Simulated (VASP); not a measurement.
# HfO2 (Fm-3m) in VASP: notebook

The runs below take HfO2 through relaxation of cell and atoms, single point, with PBEsol+U, PBE, PBE+D3(BJ), PBE+D4.

All numbers are computed with VASP 6.6.1; they aren't measurements. Logs are shortened: lines on timing, memory, paths and dates and some standing lists are left out, and cuts for length are marked.

### 1 The cell of the first run

The structure is cubic, space group Fm-3m (No. 225). Conventional cell: a = 5.115 Å, b = 5.115 Å, c = 5.115 Å, α = 90.00°, β = 90.00°, γ = 90.00°. Within 2.9 Å of Hf (site symmetry m-3m) lie 8 O at 2.21 Å. Within 2.9 Å of O (site symmetry -43m) lie 4 Hf at 2.21 Å and 6 O at 2.56 Å.

### 2 Relaxation of cell and atoms, PBEsol+U

The input, INCAR:

```
ALGO = Normal
EDIFF = 1E-6
EDIFFG = -0.01
ENCUT = 600
GGA = PS
IBRION = 2
ISIF = 3
ISMEAR = -1
LASPH = T
LCHARG = F
LDAU = T
LDAUJ = 0 0
LDAUL = 2 -1
LDAUPRINT = 1
LDAUTYPE = 2
LDAUU = 1 0
LMAXMIX = 4
LREAL = F
LWAVE = F
NELM = 150
NSW = 60
PREC = Accurate
SIGMA = 0.05
```

The input, KPOINTS:

```
k-points
0
Gamma
  9 9 9
```

The input, POSCAR:

```
HfO2
1.0
    0.0000000000      2.5575000000      2.5575000000
    2.5575000000      0.0000000000      2.5575000000
    2.5575000000      2.5575000000      0.0000000000
Hf O
1 2
Direct
    0.0000000000      0.0000000000      0.0000000000
    0.7500000000      0.7500000000      0.7500000000
    0.2500000000      0.2500000000      0.2500000000
```

Potentials or basis: VASP PAW PBE potentials, release 64 (Hf_pv, O).

Command:

```sh
cat potpaw_PBE.64/Hf_pv/POTCAR potpaw_PBE.64/O/POTCAR > POTCAR
mpirun -np 1 vasp_std > vasp.out
```

OUTCAR:

```text
EDIFF = 1E-6
   EDIFFG = -0.01
   ENCUT = 600
   GGA = PS
   IBRION = 2
   ISIF = 3
   ISMEAR = -1
   LASPH = T
   LREAL = F
   NELM = 150
   NSW = 60
   PREC = Accurate

 ion  position               nearest neighbor table
   1  0.000  0.000  0.000-   2 2.21   2 2.21   2 2.21   2 2.21   3 2.21   3 2.21   3 2.21   3 2.21

   2  0.750  0.750  0.750-   1 2.21   1 2.21   1 2.21   1 2.21
   3  0.250  0.250  0.250-   1 2.21   1 2.21   1 2.21   1 2.21

  LATTYP: Found a face centered cubic cell.
 ALAT       =     5.1150000000

  Lattice vectors:

 A1 = (   0.0000000000,   2.5575000000,   2.5575000000)
 A2 = (   2.5575000000,   0.0000000000,   2.5575000000)
 A3 = (   2.5575000000,   2.5575000000,   0.0000000000)

Analysis of symmetry for initial positions (statically):
=====================================================================
 Subroutine PRICEL returns:
 Original cell was already a primitive cell.

 Routine SETGRP: Setting up the symmetry group for a
 face centered cubic supercell.

 Subroutine GETGRP returns: Found 48 space group operations
 (whereof 48 operations were pure point group operations)
 out of a pool of 48 trial point group operations.

The static configuration has the point symmetry O_h .

Analysis of symmetry for dynamics (positions and initial velocities):
=====================================================================
 Subroutine PRICEL returns:
 Original cell was already a primitive cell.

 Routine SETGRP: Setting up the symmetry group for a
 face centered cubic supercell.

 Subroutine GETGRP returns: Found 48 space group operations
 (whereof 48 operations were pure point group operations)
 out of a pool of 48 trial point group operations.

The dynamic configuration has the point symmetry O_h .

 Subroutine INISYM returns: Found 48 space group operations
 (whereof 48 operations are pure point group operations),
 and found     1 'primitive' translations

----------------------------------------------------------------------------------------

                                     Primitive cell

  volume of cell :      33.4562

  direct lattice vectors                    reciprocal lattice vectors
     0.000000000  2.557500000  2.557500000    -0.195503421  0.195503421  0.195503421
     2.557500000  0.000000000  2.557500000     0.195503421 -0.195503421  0.195503421
     2.557500000  2.557500000  0.000000000     0.195503421  0.195503421 -0.195503421

  length of vectors
     3.616851186  3.616851186  3.616851186     0.338621859  0.338621859  0.338621859

  position of ions in fractional coordinates (direct lattice)
     0.000000000  0.000000000  0.000000000
     0.750000000  0.750000000  0.750000000
     0.250000000  0.250000000  0.250000000

  ion indices of the primitive-cell ions
   primitive index   ion index
                 1           1
                 2           2
                 3           3

----------------------------------------------------------------------------------------

 KPOINTS: k-points

Automatic generation of k-mesh.
 Grid dimensions read from file:
 generate k-points for:    9    9    9

 Generating k-lattice:

  Cartesian coordinates                     Fractional coordinates (reciprocal lattice)
    -0.021722602  0.021722602  0.021722602     0.111111111  0.000000000  0.000000000
     0.021722602 -0.021722602  0.021722602     0.000000000  0.111111111  0.000000000
     0.021722602  0.021722602 -0.021722602     0.000000000  0.000000000  0.111111111

  Length of vectors
     0.037624651  0.037624651  0.037624651

  Shift w.r.t. Gamma in fractional coordinates (k-lattice)
     0.000000000  0.000000000  0.000000000

 Subroutine IBZKPT returns following result:
 ===========================================

[... 65 lines left out ...]
   IMIX   =      4    mixing-type and parameters
     AMIX     =   0.40;   BMIX     =  1.00
     AMIX_MAG =   1.60;   BMIX_MAG =  1.00
  volume/ion in A,a.u.               =      11.15        75.26
  Fermi-wavevector in a.u.,A,eV,Ry     =   1.423607  2.690227 27.574337  2.026657
  Thomas-Fermi vector in A             =   2.544186
   LORBIT       =      0    0 simple, 1 ext, 2 COOP (PROOUT), +10 PAW based schemes
 LDA+U is selected, type is set to LDAUTYPE =  2
   angular momentum for each species LDAUL =     2   -1
   U (eV)           for each species LDAUU =   1.0  0.0
   J (eV)           for each species LDAUJ =   0.0  0.0
   GGA     = PS    functional components
   LHFCALC =     F    Hartree Fock is set to
   AEXX    =    0.0000 exact exchange contribution
   IVDW    =     0    specifies the selected vdW correction
   LEPSILON=     F    determine dielectric tensor
   LRPA    =     F    only Hartree local field effects (RPA)
 conjugate gradient relaxation of ions
 non-spin polarized calculation
  energy-cutoff  :      600.00
  volume of cell :       33.46
 maximum number of plane-waves:      1139
 NGX is ok and might be reduce to    30
   NGX = 15   NGY = 15   NGZ = 15

--------------------------------------- Ionic step        1  -------------------------------------------

 number of electron      21.9999993 magnetization

 Free energy of the ion-electron system (eV)
  ---------------------------------------------------
  ext. energy  EPLUGINS =         0.00000000
  ---------------------------------------------------
  free energy    TOTEN  =       -30.99464520 eV

  energy without entropy =      -30.99464520  energy(sigma->0) =      -30.99464520

------------------------ aborting loop because EDIFF is reached ----------------------------------------

  FORCE on cell =-STRESS in cart. coord.  units (eV):
  Direction    XX          YY          ZZ          XY          YZ          ZX
  --------------------------------------------------------------------------------------
  -------------------------------------------------------------------------------------
  Total       -2.3195444     -2.3195444     -2.3195444     -0.0000000      0.0000000      0.0000000
  in kB     -111.0801241   -111.0801241   -111.0801241     -0.0000000      0.0000000      0.0000000
  external PRESSURE =    -111.0801241 kB  Pullay stress =       0.0000000 kB
[... 92 lines left out ...]
  FREE ENERGIE OF THE ION-ELECTRON SYSTEM (eV)
  ---------------------------------------------------
  free  energy   TOTEN  =       -31.0488946583 eV

  energy  without entropy=      -31.0488946582  energy(sigma->0) =      -31.04889466

atom =   1  type =  1  l = 2

 onsite density matrix

spin component  1

  0.1920 -0.0000 -0.0000  0.0000  0.0000
 -0.0000  0.1920 -0.0000  0.0000  0.0000
 -0.0000 -0.0000  0.0658  0.0000 -0.0000
  0.0000  0.0000  0.0000  0.1920 -0.0000
  0.0000  0.0000 -0.0000 -0.0000  0.0658

spin component  2

  0.1920 -0.0000 -0.0000  0.0000  0.0000
 -0.0000  0.1920 -0.0000  0.0000  0.0000
 -0.0000 -0.0000  0.0658  0.0000 -0.0000
  0.0000  0.0000  0.0000  0.1920 -0.0000
  0.0000  0.0000 -0.0000 -0.0000  0.0658

 occupancies and eigenvectors

  o =  0.0658  v =  0.0000 -0.0000  0.0003  0.0000  1.0000  0.0000  0.0000  0.0000  0.0000  0.0000      0.0000  0.0000  0.0000  0.0000  0.0000  0.0000  0.0000  0.0000  0.0000  0.0000
  o =  0.0658  v =  0.0000  0.0000  0.0000  0.0000  0.0000  0.0000 -0.0000  0.0003  0.0000  1.0000      0.0000  0.0000  0.0000  0.0000  0.0000  0.0000  0.0000  0.0000  0.0000  0.0000
  o =  0.0658  v =  0.0000  0.0000  0.0000  0.0000  0.0000  0.0000 -0.0000 -1.0000  0.0000  0.0003      0.0000  0.0000  0.0000  0.0000  0.0000  0.0000  0.0000  0.0000  0.0000  0.0000
  o =  0.0658  v =  0.0000 -0.0000 -1.0000  0.0000  0.0003  0.0000  0.0000  0.0000  0.0000  0.0000      0.0000  0.0000  0.0000  0.0000  0.0000  0.0000  0.0000  0.0000  0.0000  0.0000
  o =  0.1920  v =  0.0000  0.0000  0.0000  0.0000  0.0000  0.0000 -0.9773  0.0000 -0.2118  0.0000      0.0000  0.0000  0.0000  0.0000  0.0000  0.0000  0.0000  0.0000  0.0000  0.0000
  o =  0.1920  v =  0.0000 -0.9773  0.0000 -0.2118  0.0000  0.0000  0.0000  0.0000  0.0000  0.0000      0.0000  0.0000  0.0000  0.0000  0.0000  0.0000  0.0000  0.0000  0.0000  0.0000
  o =  0.1920  v =  0.0000  0.2118 -0.0000 -0.9773  0.0000  0.0000  0.0000  0.0000  0.0000  0.0000      0.0000  0.0000  0.0000  0.0000  0.0000  0.0000  0.0000  0.0000  0.0000  0.0000
  o =  0.1920  v =  0.0000  0.0000  0.0000  0.0000  0.0000  0.0000  0.2118 -0.0000 -0.9773  0.0000      0.0000  0.0000  0.0000  0.0000  0.0000  0.0000  0.0000  0.0000  0.0000  0.0000
  o =  0.1920  v =  1.0000  0.0000  0.0000  0.0000  0.0000  0.0000  0.0000  0.0000  0.0000  0.0000      0.0000  0.0000  0.0000  0.0000  0.0000  0.0000  0.0000  0.0000  0.0000  0.0000
  o =  0.1920  v =  0.0000  0.0000  0.0000  0.0000  0.0000  1.0000  0.0000  0.0000  0.0000  0.0000      0.0000  0.0000  0.0000  0.0000  0.0000  0.0000  0.0000  0.0000  0.0000  0.0000

--------------------------------------- Ionic step        4  -------------------------------------------

 number of electron      22.0000000 magnetization

 Free energy of the ion-electron system (eV)
  ---------------------------------------------------
  ext. energy  EPLUGINS =         0.00000000
  ---------------------------------------------------
  free energy    TOTEN  =       -31.04891190 eV

  energy without entropy =      -31.04891190  energy(sigma->0) =      -31.04891190

 E-fermi :   5.3288     XC(G=0): -12.2089

 val. band max:        4.3134236578   @ k =  -0.4444   0.4444   0.0000
 cond. band min:       8.2743119612   @ k =   0.4444   0.4444   0.0000
 fundamental gap:      3.9608883034
 Fermi energy:         5.3288306691

 k-point     1 :       0.0000    0.0000    0.0000
  band No.  band energies     occupation
      1     -25.3323      2.00000
      2     -25.3323      2.00000
      3     -25.3323      2.00000
      4     -14.4590      2.00000
      5     -11.2449      2.00000
      6      -1.1056      2.00000
      7      -1.1056      2.00000
      8      -1.1056      2.00000
      9       3.7354      2.00000
     10       3.7354      2.00000
     11       3.7354      2.00000
     12       8.4233      0.00000
     13       8.4233      0.00000
     14      10.1198      0.00000
[... 401 lines left out ...]
      2     -25.4642      2.00000
      3     -25.4642      2.00000
      4     -12.5618      2.00000
      5     -12.2215      2.00000
      6      -2.1775      2.00000
      7       0.6793      2.00000
      8       0.6793      2.00000
      9       2.9341      2.00000
     10       2.9341      2.00000
     11       4.1188      2.00000
     12       8.2743      0.00000
     13      10.0958      0.00000
     14      11.4856      0.00000
     15      12.8117      0.00000

 [... further k-points ...]

------------------------ aborting loop because EDIFF is reached ----------------------------------------

  FORCE on cell =-STRESS in cart. coord.  units (eV):
  Direction    XX          YY          ZZ          XY          YZ          ZX
  --------------------------------------------------------------------------------------
  -------------------------------------------------------------------------------------
  Total        0.0045059      0.0045059      0.0045059      0.0000000     -0.0000000      0.0000000
  in kB        0.2259457      0.2259457      0.2259457      0.0000000     -0.0000000      0.0000000
  external PRESSURE =       0.2259457 kB  Pullay stress =       0.0000000 kB
[... 18 lines left out ...]
  FREE ENERGIE OF THE ION-ELECTRON SYSTEM (eV)
  ---------------------------------------------------
  free  energy   TOTEN  =       -31.0489118958 eV

  energy  without entropy=      -31.0489118957  energy(sigma->0) =      -31.04891190

 reached required accuracy - stopping structural energy minimisation
```

Run time: 87 s. Hardware: 1 thread of Intel Xeon 8259CL, shared host; peak memory 0.19 GiB.

What came out:

```
Free energy                           : -31.0489 eV
Relaxed volume                        : 10.65 Å³/atom
Relaxed cell                          : a = 3.562 Å, b = 3.562 Å, c = 3.562 Å, α = 60.00°, β = 60.00°, γ = 60.00°
Space group after relaxing (to 0.1 Å) : Fm-3m (No. 225)
Energy gained by relaxing             : 18.1 meV/atom
Ionic steps                           : 4
Pressure after relaxing               : 0.0 GPa
Band gap on the k mesh                : 3.96 eV (least direct gap 4.08 eV)
```

Step by step:
```csv
step,energy change (eV),largest force (eV/Å),pressure (GPa),volume (Å³)
1,0.0000,0.0000,-11.11,33.46
2,0.0759,0.0000,21.06,29.85
3,-0.0542,0.0000,-0.19,31.98
4,-0.0543,0.0000,0.02,31.95
```

Final structure:
```
CELL_PARAMETERS angstrom
0.00000 2.51857 2.51857
2.51857 0.00000 2.51857
2.51857 2.51857 0.00000
ATOMIC_POSITIONS crystal
Hf 0.00000 0.00000 0.00000
O 0.75000 0.75000 0.75000
O 0.25000 0.25000 0.25000
```

Levels at points of the mesh, in eV from the valence-band top:
```csv
k point,band 9,band 10,band 11,band 12,band 13,band 14
"(0.00, 0.00, 0.00)",-0.58,-0.58,-0.58,4.11,4.11,5.81
```

Eigenvalues of the final occupation matrices:
| site | spin | trace | eigenvalues |
| --- | --- | --- | --- |
| site 1 d | 1 | 0.71 | 0.07 0.07 0.19 0.19 0.19 |
| site 1 d | 2 | 0.71 | 0.07 0.07 0.19 0.19 0.19 |

Caveat: the PAW data sets were made with another functional, which shifts forces and pressure a little; spin-orbit coupling is left out, which moves the levels of the heavy elements; an odd mesh through Γ misses points on the zone boundary, where band edges can lie.

### 3 Single point, PBE

The input, INCAR:

```
PREC     = Accurate       # precision mode
ENCUT    = 520            # plane-wave cutoff, eV
EDIFF    = 1E-6           # SCF threshold, eV
ISMEAR   = 0              # smearing method
SIGMA    = 0.028000000000000004 # smearing width, eV
LREAL    = False          # projectors in reciprocal space
LASPH    = True           # aspherical terms in the spheres
NELM     = 60             # most SCF steps
ALGO     = Normal         # electronic algorithm
ISIF     = 2              # what is computed and relaxed
LWAVE    = False          # write WAVECAR
LCHARG   = False          # write CHGCAR
GGA      = PE             # functional
NBANDS   = 18             # bands
```

The input, KPOINTS:

```
regular mesh
0
Gamma
  9 9 9
```

POSCAR is that of step 2.

Potentials or basis: VASP PAW PBE potentials, release 64 (Hf_pv, O).

Command:

```sh
cat potpaw_PBE.64/Hf_pv/POTCAR potpaw_PBE.64/O/POTCAR > POTCAR
mpirun -np 1 vasp_std > vasp.out
```

It took 19 s on 1 thread of AMD EPYC 7R13 (Zen 3), shared host; peak memory 0.14 GiB.

Results (log left out):

```
Free energy            : -30.2336 eV
Pressure               : -6.0 GPa
Band gap on the k mesh : 3.84 eV (least direct gap 3.95 eV)
```

Levels at points of the mesh, in eV from the valence-band top:
| k point | band 7 | band 8 | band 9 | band 10 | band 11 | band 12 | band 13 | band 14 | band 15 | band 16 |
| --- | --- | --- | --- | --- | --- | --- | --- | --- | --- | --- |
| (0.00, 0.00, 0.00) | -5.13 | -5.13 | -0.54 | -0.54 | -0.54 | 3.86 | 3.86 | 5.67 | 10.14 | 10.14 |

Caveat: the cell stands under tension; spin-orbit coupling is left out, which moves the levels of the heavy elements; an odd mesh through Γ misses points on the zone boundary, where band edges can lie.

### 4 Single point, PBE+D3(BJ)

This run uses another cell than the first one, of 10.88 Å³/atom.

The input, INCAR:

```
PREC = Accurate
ENCUT = 520
EDIFF = 1E-6
ISMEAR = -1
SIGMA = 0.05
LREAL = F
LASPH = T
NELM = 60
ALGO = Normal
ISIF = 2
LWAVE = F
LCHARG = T
GGA = PE
IVDW = 12
LELF = T
LVHAR = T
NBANDS = 18
```

KPOINTS is that of step 3.

The input, POSCAR:

```
HfO2
1.0
    0.0000000000      2.5364362582      2.5364362582
    2.5364362582      0.0000000000      2.5364362582
    2.5364362582      2.5364362582      0.0000000000
Hf O
1 2
Direct
    0.0000000000      0.0000000000      0.0000000000
    0.7500000000      0.7500000000      0.7500000000
    0.2500000000      0.2500000000      0.2500000000
```

Potentials or basis: VASP PAW PBE potentials, release 64 (Hf_pv, O).

Command:

```sh
cat potpaw_PBE.64/Hf_pv/POTCAR potpaw_PBE.64/O/POTCAR > POTCAR
mpirun -np 1 vasp_std > vasp.out
```

OUTCAR:

```text
PREC = Accurate
   ENCUT = 520
   EDIFF = 1E-6
   ISMEAR = -1
   LREAL = F
   LASPH = T
   NELM = 60
   ISIF = 2
   GGA = PE
   IVDW = 12
 IVDW          = 12

 ion  position               nearest neighbor table
   1  0.000  0.000  0.000-   2 2.20   2 2.20   2 2.20   2 2.20   3 2.20   3 2.20   3 2.20   3 2.20

   2  0.750  0.750  0.750-   1 2.20   1 2.20   1 2.20   1 2.20
   3  0.250  0.250  0.250-   1 2.20   1 2.20   1 2.20   1 2.20

  LATTYP: Found a face centered cubic cell.
[... 697 lines left out ...]

 Edisp (eV)   -0.71735

 E8    (eV) :    -0.3133

  FORCE on cell =-STRESS in cart. coord.  units (eV):
  Direction    XX          YY          ZZ          XY          YZ          ZX
  --------------------------------------------------------------------------------------
  -------------------------------------------------------------------------------------
  Total      -0.76779    -0.76779    -0.76779     0.00000     0.00000     0.00000
  in kB     -37.69238   -37.69238   -37.69238     0.00000     0.00000     0.00000
  external pressure =      -37.69 kB  Pullay stress =        0.00 kB

 VOLUME and BASIS-vectors are now :
 -----------------------------------------------------------------------------
  energy-cutoff  :      520.00
  volume of cell :       32.64
      direct lattice vectors                 reciprocal lattice vectors
     0.000000000  2.536436258  2.536436258    -0.197126972  0.197126972  0.197126972
     2.536436258  0.000000000  2.536436258     0.197126972 -0.197126972  0.197126972
     2.536436258  2.536436258  0.000000000     0.197126972  0.197126972 -0.197126972

 POSITION                                       TOTAL-FORCE (eV/Angst)
 -----------------------------------------------------------------------------------
      0.00000      0.00000      0.00000        -0.000000      0.000000     -0.000000
      3.80465      3.80465      3.80465         0.000000     -0.000000     -0.000000
      1.26822      1.26822      1.26822         0.000000      0.000000      0.000000
 -----------------------------------------------------------------------------------
    total drift:                                0.000000      0.000000      0.000000

  FREE ENERGIE OF THE ION-ELECTRON SYSTEM (eV)
  ---------------------------------------------------
  free  energy   TOTEN  =       -30.9655522099 eV

  energy  without entropy=      -30.9655522099  energy(sigma->0) =      -30.96555221
```

OSZICAR:

```text
N       E                     dE             d eps       ncg     rms          rms(c)
DAV:   1     0.879478584368E+02    0.87948E+02   -0.12639E+04  1260   0.121E+03
DAV:   2    -0.322089838071E+02   -0.12016E+03   -0.11704E+03  1606   0.284E+02
DAV:   3    -0.360074752147E+02   -0.37985E+01   -0.37849E+01  1474   0.446E+01
DAV:   4    -0.360284698138E+02   -0.20995E-01   -0.20989E-01  1526   0.371E+00
DAV:   5    -0.360286034667E+02   -0.13365E-03   -0.13365E-03  1444   0.275E-01    0.477E+01
DAV:   6    -0.303799777898E+02    0.56486E+01   -0.20251E+01  1288   0.323E+01    0.415E+01
DAV:   7    -0.302856436259E+02    0.94334E-01   -0.66130E-01  1436   0.672E+00    0.291E+01
DAV:   8    -0.302704199691E+02    0.15224E-01   -0.29306E-01  1376   0.496E+00    0.973E+00
DAV:   9    -0.302479353096E+02    0.22485E-01   -0.67364E-02  1340   0.220E+00    0.266E+00
DAV:  10    -0.302481510195E+02   -0.21571E-03   -0.32925E-03  1384   0.439E-01    0.177E-01
DAV:  11    -0.302481927645E+02   -0.41745E-04   -0.17301E-04  1462   0.113E-01    0.213E-01
DAV:  12    -0.302482052282E+02   -0.12464E-04   -0.37049E-05  1392   0.408E-02    0.124E-02
DAV:  13    -0.302482061673E+02   -0.93907E-06   -0.14325E-06  1330   0.906E-03
   1 F= -.30965552E+02 E0= -.30965552E+02  d E =-.128570E-10
```

Run time: 24 s. Hardware: 1 thread of AMD EPYC 7R13 (Zen 3), shared host; peak memory 0.15 GiB.

What came out:

```
Free energy                : -30.9656 eV
Pressure                   : -3.8 GPa
Band gap on the k mesh     : 3.91 eV (least direct gap 4.02 eV)
Dispersion energy per atom : -0.239 eV
```

Caveat: the cell stands under tension; spin-orbit coupling is left out, which moves the levels of the heavy elements; an odd mesh through Γ misses points on the zone boundary, where band edges can lie.

(Continued in part 2 of 2.)
